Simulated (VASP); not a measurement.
# CoO (Fm-3m) in VASP: a series of runs

The runs below take CoO through single point, with PBEsol.

All numbers are computed with VASP 6.6.1; they aren't measurements. Logs are shortened: lines on timing, memory, paths and dates and some standing lists are left out, and cuts for length are marked.

## Step 1: The cell of the first run

Symmetry: Fm-3m, No. 225, cubic system. The conventional cell has a = 4.167 Å, b = 4.167 Å, c = 4.167 Å, α = 90.00°, β = 90.00°, γ = 90.00°. Within 2.8 Å of Co (site symmetry m-3m) lie 6 O at 2.08 Å. O (site symmetry m-3m) has 6 Co at 2.08 Å within 2.8 Å.

## Step 2: Single point, PBEsol, collinear spin, ferromagnetic start

Contents of INCAR:

```
PREC     = Accurate       # precision mode
ENCUT    = 520            # plane-wave cutoff, eV
EDIFF    = 1E-6           # SCF threshold, eV
ISMEAR   = 0              # smearing method
SIGMA    = 0.1            # smearing width, eV
LREAL    = F              # projectors in reciprocal space
LASPH    = T              # aspherical terms in the spheres
NELM     = 150            # most SCF steps
ALGO     = Normal         # electronic algorithm
ISIF     = 2              # what is computed and relaxed
LWAVE    = F              # write WAVECAR
LCHARG   = T              # write CHGCAR
ISPIN    = 2              # spin polarisation
MAGMOM   = 2.57 0.32      # initial moments
LORBIT   = 11             # projections on sites
LMAXMIX  = 4              # l up to which the mixer works
GGA      = PS             # functional
LELF     = T              # ELF
LVHAR    = T            
NBANDS   = 18             # bands
ISYM     = 0
```

Contents of KPOINTS:

```
Automatic mesh
0
Gamma
  12 12 16
```

Contents of POSCAR:

```
CoO
1.0
    2.9464519439      0.0000000000      0.0000000000
    0.0000000000      2.9464519439      0.0000000000
    1.4732259719      1.4732259719      2.0834561500
Co O
1 1
Direct
    0.0000000000      0.0000000000      0.0000000000
    0.5000000000      0.5000000000      0.0000000000
```

Potentials or basis: VASP PAW PBE potentials, release 64 (Co, O).

Launch:

```console
cat potpaw_PBE.64/Co/POTCAR potpaw_PBE.64/O/POTCAR > POTCAR
mpirun -np 1 vasp_std > vasp.out
```

OUTCAR:

```text
PREC = Accurate
   ENCUT = 520
   EDIFF = 1E-6
   ISMEAR = 0
   LREAL = F
   LASPH = T
   NELM = 150
   ISIF = 2
   ISPIN = 2
   LORBIT = 11
   GGA = PS
   ISYM = 0

 ion  position               nearest neighbor table
   1  0.000  0.000  0.000-   2 2.08   2 2.08   2 2.08   2 2.08   2 2.08   2 2.08
   2  0.500  0.500  0.000-   1 2.08   1 2.08   1 2.08   1 2.08   1 2.08   1 2.08

IMPORTANT INFORMATION: All symmetrisations will be switched off!
NOSYMM: (Re-)initialisation of all symmetry stuff for point group C_1.

----------------------------------------------------------------------------------------

                                     Primitive cell

  volume of cell :      18.0877

  direct lattice vectors                    reciprocal lattice vectors
     2.946451944  0.000000000  0.000000000     0.339391247  0.000000000 -0.239985852
     0.000000000  2.946451944  0.000000000     0.000000000  0.339391247 -0.239985852
     1.473225972  1.473225972  2.083456150     0.000000000  0.000000000  0.479971705

  length of vectors
     2.946451944  2.946451944  2.946451944     0.415667689  0.415667689  0.479971705

  position of ions in fractional coordinates (direct lattice)
     0.000000000  0.000000000  0.000000000
     0.500000000  0.500000000  0.000000000

  ion indices of the primitive-cell ions
   primitive index   ion index
                 1           1
                 2           2

----------------------------------------------------------------------------------------

 KPOINTS: Automatic mesh

Automatic generation of k-mesh.
 Grid dimensions read from file:
 generate k-points for:   12   12   16

 Generating k-lattice:

  Cartesian coordinates                     Fractional coordinates (reciprocal lattice)
     0.028282604  0.000000000 -0.019998821     0.083333333  0.000000000  0.000000000
     0.000000000  0.028282604 -0.019998821     0.000000000  0.083333333  0.000000000
     0.000000000  0.000000000  0.029998232     0.000000000  0.000000000  0.062500000

  Length of vectors
     0.034638974  0.034638974  0.029998232

  Shift w.r.t. Gamma in fractional coordinates (k-lattice)
     0.000000000  0.000000000  0.000000000

 -----------------------------------------------------------------------------
|                                                                             |
|           W    W    AA    RRRRR   N    N  II  N    N   GGGG   !!!           |
|           W    W   A  A   R    R  NN   N  II  NN   N  G    G  !!!           |
|           W    W  A    A  R    R  N N  N  II  N N  N  G       !!!           |
|           W WW W  AAAAAA  RRRRR   N  N N  II  N  N N  G  GGG   !            |
|           WW  WW  A    A  R   R   N   NN  II  N   NN  G    G                |
|           W    W  A    A  R    R  N    N  II  N    N   GGGG   !!!           |
|                                                                             |
|     Your reciprocal lattice and k-lattice belong to different lattice       |
|     classes:                                                                |
|                                                                             |
|        The reciprocal lattice is body-centered cubic,                       |
|        whereas your k-lattice is base-centered monoclinic.                  |
|                                                                             |
|     Results are often still useful ...                                      |
|                                                                             |
 -----------------------------------------------------------------------------

 WARNING: IBZKPT: internal override: KBLOWUP is changed to .FALSE.
      ... skipping the blow-up phase ...

 Subroutine IBZKPT returns following result:
 ===========================================

 Found   1156 irreducible k-points:

 Following reciprocal coordinates:
            Coordinates               Weight
  0.000000  0.000000  0.000000      1.000000
  0.083333  0.000000  0.000000      2.000000
  0.166667  0.000000 -0.000000      2.000000
  0.250000  0.000000 -0.000000      2.000000
  0.333333  0.000000 -0.000000      2.000000
  0.416667  0.000000  0.000000      2.000000
[... 16 lines left out ...]
  0.250000  0.166667  0.000000      2.000000
  0.333333  0.166667 -0.000000      2.000000
 [... further k-points ...]
   k-points           NKPTS =   1156   k-points in BZ     NKDIM =   1156   number of bands    NBANDS=     18
   number of dos      NEDOS =    301   number of ions     NIONS =      2
   total plane-waves  NPLWV =  13824
   dimension x,y,z NGX =    24 NGY =   24 NGZ =   24
   dimension x,y,z NGXF=    48 NGYF=   48 NGZF=   48
   ions per type =               1   1
   NGX,Y,Z   is equivalent  to a cutoff of  13.54, 13.54, 13.54 a.u.
   NGXF,Y,Z  is equivalent  to a cutoff of  27.08, 27.08, 27.08 a.u.
 SYSTEM =  unknown system
   PREC   = accura    normal or accurate (medium, high low for compatibility)
   ISTART =      0    job   : 0-new  1-cont  2-samecut
   ICHARG =      2    charge: 1-file 2-atom 10-const
   ISPIN  =      2    spin polarized calculation?
   LNONCOLLINEAR =      F non collinear calculations
   LSORBIT =      F    spin-orbit coupling
   LASPH  =      T    aspherical Exc in radial PAW
   ENCUT  =  520.0 eV  38.22 Ry    6.18 a.u.   5.48  5.48  5.48*2*pi/ulx,y,z
   NELM   =    150;   NELMIN=  2; NELMDL= -5     # of ELM steps
   EDIFF  = 0.1E-05   stopping-criterion for ELM
   LREAL  =      F    real-space projection
   EDIFFG = 0.1E-04   stopping-criterion for IOM
   NSW    =      0    number of steps for IOM
   IBRION =     -1    ionic relax: 0-MD 1-quasi-New 2-CG
   NFREE  =      0    steps in history (QN), initial steepest desc. (CG)
   ISIF   =      2    stress and relaxation
   ISYM   =      0    0-nonsym 1-usesym 2-fastsym
   POTIM  = 0.5000    time-step for ionic-motion
   TEBEG  =    0.0;   TEEND  =   0.0 temperature during run
   PSTRESS=    0.0 pullay stress
   NELECT =      15.0000    total number of electrons
   NUPDOWN=      -1.0000    fix difference up-down
   EMIN   =  10.00;   EMAX   =-10.00  energy-range for DOS
   EFERMI =   0.00;   METHOD = LEGACY
   ISMEAR =     0;   SIGMA  =   0.10  broadening in eV -4-tet -1-fermi 0-gaus
   EFERMI_NEDOS =   21; number of points for ismear=-14 and -15
   IALGO  =     38    algorithm
   IMIX   =      4    mixing-type and parameters
     AMIX     =   0.40;   BMIX     =  1.00
     AMIX_MAG =   1.60;   BMIX_MAG =  1.00
  volume/ion in A,a.u.               =       9.04        61.03
  Fermi-wavevector in a.u.,A,eV,Ry     =   1.538075  2.906541 32.186965  2.365675
  Thomas-Fermi vector in A             =   2.644495
   LORBIT       =     11    0 simple, 1 ext, 2 COOP (PROOUT), +10 PAW based schemes
   GGA     = PS    functional components
   LHFCALC =     F    Hartree Fock is set to
   AEXX    =    0.0000 exact exchange contribution
   IVDW    =     0    specifies the selected vdW correction
   LEPSILON=     F    determine dielectric tensor
   LRPA    =     F    only Hartree local field effects (RPA)
 spin polarized calculation
 Gauss-broadening in eV      SIGMA  =   0.10
  energy-cutoff  :      520.00
  volume of cell :       18.09
 maximum number of plane-waves:       531
 NGX is ok and might be reduce to    24
   NGX = 11   NGY = 11   NGZ = 11

 number of electron      14.9999998 magnetization       2.7009814

 Free energy of the ion-electron system (eV)
  ---------------------------------------------------
  ext. energy  EPLUGINS =         0.00000000
  ---------------------------------------------------
  free energy    TOTEN  =       -13.99831041 eV

  energy without entropy =      -13.97727912  energy(sigma->0) =      -13.98779477

 E-fermi :   8.7883     XC(G=0): -13.0469

 val. band max:        8.7875187420   @ k =   0.4167  -0.2500   0.1875
 cond. band min:       8.7883967308   @ k =  -0.0833   0.1667   0.3125
 fundamental gap:      0.0008779888
 Fermi energy:         8.7883129322

 spin component 1

 k-point     1 :       0.0000    0.0000    0.0000
  band No.  band energies     occupation
      1     -12.0940      1.00000
      2       5.2445      1.00000
      3       5.2446      1.00000
      4       5.2449      1.00000
      5       5.5529      1.00000
      6       5.5548      1.00000
[... 10 lines left out ...]
     17      31.2714      0.00000
     18      34.3668      0.00000
[... 463 lines left out ...]
 k-point    24 :       0.3333    0.1667   -0.0000
  band No.  band energies     occupation
      1     -10.7652      1.00000
      2       0.6178      1.00000
      3       2.4107      1.00000
      4       2.5012      1.00000
      5       6.3407      1.00000
      6       6.3411      1.00000
[... 10 lines left out ...]
     17      37.3912      0.00000
     18      38.6748      0.00000

 [... further k-points ...]

 spin component 2

 k-point     1 :       0.0000    0.0000    0.0000
  band No.  band energies     occupation
      1     -11.6333      1.00000
      2       5.7675      1.00000
      3       5.7693      1.00000
      4       5.7694      1.00000
      5       7.5181      1.00000
      6       7.5189      1.00000
[... 10 lines left out ...]
     17      32.1721      0.00000
     18      35.1724      0.00000
[... 463 lines left out ...]
 k-point    24 :       0.3333    0.1667   -0.0000
  band No.  band energies     occupation
      1     -10.2669      1.00000
      2       1.1980      1.00000
      3       3.3590      1.00000
      4       3.6249      1.00000
      5       8.3734      1.00000
      6       8.5554      0.99951
[... 10 lines left out ...]
     17      37.8726      0.00000
     18      39.1563      0.00000

 [... further k-points ...]

------------------------ aborting loop because EDIFF is reached ----------------------------------------

  FORCE on cell =-STRESS in cart. coord.  units (eV):
  Direction    XX          YY          ZZ          XY          YZ          ZX
  --------------------------------------------------------------------------------------
  -------------------------------------------------------------------------------------
  Total       -0.0859195     -0.0859270     -0.0878732     -0.0063428      0.0012509      0.0012489
  in kB       -7.6106066     -7.6112688     -7.7836633     -0.5618331      0.1108048      0.1106244
  external PRESSURE =      -7.6685129 kB  Pullay stress =       0.0000000 kB

 VOLUME and BASIS-vectors are now :
 -----------------------------------------------------------------------------
  energy-cutoff  :      520.00
  volume of cell :       18.09
      direct lattice vectors                 reciprocal lattice vectors
     2.946451944  0.000000000  0.000000000     0.339391247  0.000000000 -0.239985852
     0.000000000  2.946451944  0.000000000     0.000000000  0.339391247 -0.239985852
     1.473225972  1.473225972  2.083456150     0.000000000  0.000000000  0.479971705

 POSITION                                       TOTAL-FORCE (eV/Angst)
 -----------------------------------------------------------------------------------
      0.00000      0.00000      0.00000         0.000000      0.000000      0.000001
      1.47323      1.47323      0.00000        -0.000000     -0.000000     -0.000001
 -----------------------------------------------------------------------------------
    total drift:                                0.000001      0.000000      0.000000

  FREE ENERGIE OF THE ION-ELECTRON SYSTEM (eV)
  ---------------------------------------------------
  free  energy   TOTEN  =       -13.9983104130 eV

  energy  without entropy=      -13.9772791173  energy(sigma->0) =      -13.98779477

 total charge

# of ion       s       p       d       tot
------------------------------------------
    1        0.315   0.406   7.212   7.933
    2        1.552   3.424   0.000   4.976
--------------------------------------------------
tot          1.868   3.830   7.212  12.909

 magnetization (x)

# of ion       s       p       d       tot
------------------------------------------
    1        0.021   0.019   2.352   2.392
    2        0.031   0.233   0.000   0.263
--------------------------------------------------
tot          0.051   0.252   2.352   2.655
```

It took 5.2 min on 1 thread of Intel Xeon 6975P-C (Granite Rapids), shared host; peak memory 0.65 GiB.

Results:

* Free energy: -13.9983 eV
* Pressure: -0.8 GPa
* Net moment: 2.70 μB per cell
* Site moments: Co +2.39; O +0.26 μB
* Valence electrons inside the program's atomic spheres: Co 7.93; O 4.98

Caveat: the PAW data sets were made with another functional, which shifts forces and pressure a little; a cell with one magnetic atom can't hold antiferromagnetic order, which such compounds often take; semilocal functionals often make such compounds metallic where correlation or magnetic order opens a gap, which also shifts bond lengths. With open d or f shells a metallic result of PBEsol can be an artefact of self-interaction; +U or a hybrid may open a gap.

## Step 3: Single point, PBEsol, collinear spin, ferromagnetic start

Contents of INCAR:

```
SYSTEM = CoO
PREC = Accurate
ENCUT = 520
EDIFF = 1E-6
ISMEAR = 0
SIGMA = 0.1
LREAL = .FALSE.
LASPH = .TRUE.
NELM = 150
ALGO = Normal
ISIF = 2
LWAVE = .FALSE.
LCHARG = .FALSE.
ISPIN = 2
MAGMOM = 2.57 0.32
LORBIT = 11
LMAXMIX = 4
GGA = PS
NBANDS = 18
ISYM = 0
```

Contents of KPOINTS:

```
Automatic mesh
0
G
  12 12 14
  0 0 0
```

Contents of POSCAR:

```
CoO
1.0
    2.9464519542      0.0000000000      0.0000000000
   -1.4732259771      2.5517022434      0.0000000000
    1.4732259771      0.8505674145      2.4057679465
Co O
1 1
Direct
    0.0000000000      0.0000000000      0.0000000000
    0.0000000000      0.5000000000      0.5000000000
```

Potentials or basis: VASP PAW PBE potentials, release 64 (Co, O).

Launch:

```console
cat potpaw_PBE.64/Co/POTCAR potpaw_PBE.64/O/POTCAR > POTCAR
mpirun -np 1 vasp_std > vasp.out
```

OUTCAR:

```text
SYSTEM = CoO
   PREC = Accurate
   ENCUT = 520
   EDIFF = 1E-6
   ISMEAR = 0
   LREAL = .FALSE.
   LASPH = .TRUE.
   NELM = 150
   ISIF = 2
   ISPIN = 2
   LORBIT = 11
   GGA = PS
   ISYM = 0

 ion  position               nearest neighbor table
   1  0.000  0.000  0.000-   2 2.08   2 2.08   2 2.08   2 2.08   2 2.08   2 2.08
   2  0.000  0.500  0.500-   1 2.08   1 2.08   1 2.08   1 2.08   1 2.08   1 2.08

IMPORTANT INFORMATION: All symmetrisations will be switched off!
NOSYMM: (Re-)initialisation of all symmetry stuff for point group C_1.

----------------------------------------------------------------------------------------

                                     Primitive cell

  volume of cell :      18.0877

  direct lattice vectors                    reciprocal lattice vectors
     2.946451954  0.000000000  0.000000000     0.339391246  0.195947627 -0.277111792
    -1.473225977  2.551702243  0.000000000     0.000000000  0.391895254 -0.138555896
     1.473225977  0.850567414  2.405767947     0.000000000  0.000000000  0.415667688

  length of vectors
     2.946451954  2.946451954  2.946451954     0.479971703  0.415667688  0.415667688

[... 1174 lines left out ...]
------------------------ aborting loop because EDIFF is reached ----------------------------------------

  FORCE on cell =-STRESS in cart. coord.  units (eV):
  Direction    XX          YY          ZZ          XY          YZ          ZX
  --------------------------------------------------------------------------------------
  -------------------------------------------------------------------------------------
  Total       -0.1085387     -0.1082359     -0.0985128     -0.0005247      0.0002344      0.0007332
  in kB       -9.6141793     -9.5873529     -8.7261008     -0.0464752      0.0207659      0.0649497
  external PRESSURE =      -9.3092110 kB  Pullay stress =       0.0000000 kB

 VOLUME and BASIS-vectors are now :
 -----------------------------------------------------------------------------
  energy-cutoff  :      520.00
  volume of cell :       18.09
      direct lattice vectors                 reciprocal lattice vectors
     2.946451954  0.000000000  0.000000000     0.339391246  0.195947627 -0.277111792
    -1.473225977  2.551702243  0.000000000     0.000000000  0.391895254 -0.138555896
     1.473225977  0.850567414  2.405767947     0.000000000  0.000000000  0.415667688

 POSITION                                       TOTAL-FORCE (eV/Angst)
 -----------------------------------------------------------------------------------
      0.00000      0.00000      0.00000        -0.000000      0.000000      0.000000
      0.00000      1.70113      1.20288         0.000000     -0.000000     -0.000000
 -----------------------------------------------------------------------------------
    total drift:                               -0.000001     -0.000001      0.000001

  FREE ENERGIE OF THE ION-ELECTRON SYSTEM (eV)
  ---------------------------------------------------
  free  energy   TOTEN  =       -13.9981186457 eV

  energy  without entropy=      -13.9768141133  energy(sigma->0) =      -13.98746638

 total charge

# of ion       s       p       d       tot
------------------------------------------
    1        0.315   0.406   7.212   7.933
    2        1.552   3.424   0.000   4.977
--------------------------------------------------
tot          1.867   3.830   7.212  12.909

 magnetization (x)

# of ion       s       p       d       tot
------------------------------------------
    1        0.021   0.019   2.351   2.391
    2        0.031   0.232   0.000   0.263
--------------------------------------------------
tot          0.051   0.251   2.351   2.653
```

OSZICAR:

```text
N       E                     dE             d eps       ncg     rms          rms(c)
DAV:   1     0.756255742226E+02    0.75626E+02   -0.66329E+03 76334   0.976E+02
DAV:   2    -0.117697545717E+02   -0.87395E+02   -0.75481E+02 76650   0.223E+02
DAV:   3    -0.163642296186E+02   -0.45945E+01   -0.44679E+01 85124   0.542E+01
DAV:   4    -0.164092085927E+02   -0.44979E-01   -0.44944E-01 89708   0.510E+00
DAV:   5    -0.164101856821E+02   -0.97709E-03   -0.97692E-03 90450   0.746E-01    0.163E+01
DAV:   6    -0.151343161731E+02    0.12759E+01   -0.14509E+01 93360   0.602E+01    0.187E+01
DAV:   7    -0.140774273338E+02    0.10569E+01   -0.53978E+00 90808   0.440E+01    0.753E+00
DAV:   8    -0.140060373134E+02    0.71390E-01   -0.31411E-01103332   0.758E+00    0.397E+00
DAV:   9    -0.140010528180E+02    0.49845E-02   -0.56473E-02114552   0.381E+00    0.105E+00
DAV:  10    -0.139983322629E+02    0.27206E-02   -0.12148E-02105394   0.166E+00    0.386E-01
DAV:  11    -0.139981012642E+02    0.23100E-03   -0.30602E-03101164   0.871E-01    0.957E-02
DAV:  12    -0.139981220012E+02   -0.20737E-04   -0.28089E-04 84852   0.130E-01    0.551E-02
DAV:  13    -0.139981154009E+02    0.66003E-05   -0.93450E-06107818   0.347E-02    0.361E-02
DAV:  14    -0.139981192385E+02   -0.38376E-05   -0.30374E-06 66198   0.279E-02    0.226E-02
DAV:  15    -0.139981186457E+02    0.59284E-06   -0.70083E-06 91976   0.425E-02
   1 F= -.13998119E+02 E0= -.13987466E+02  d E =-.213045E-01  mag=     2.6980
```

Run time: 14 min. Hardware: 1 thread of Intel Xeon 8259CL, shared host; peak memory 0.6 GiB.

Results:

```yaml
Free_energy: -13.9981 eV
Pressure: -0.9 GPa
Net_moment: 2.70 μB per cell
Site_moments: Co +2.39; O +0.26 μB
Valence_electrons_inside_the_program's_atomic_spheres: Co 7.93; O 4.98
```

Caveat: the PAW data sets were made with another functional, which shifts forces and pressure a little; a cell with one magnetic atom can't hold antiferromagnetic order, which such compounds often take; semilocal functionals often make such compounds metallic where correlation or magnetic order opens a gap, which also shifts bond lengths.
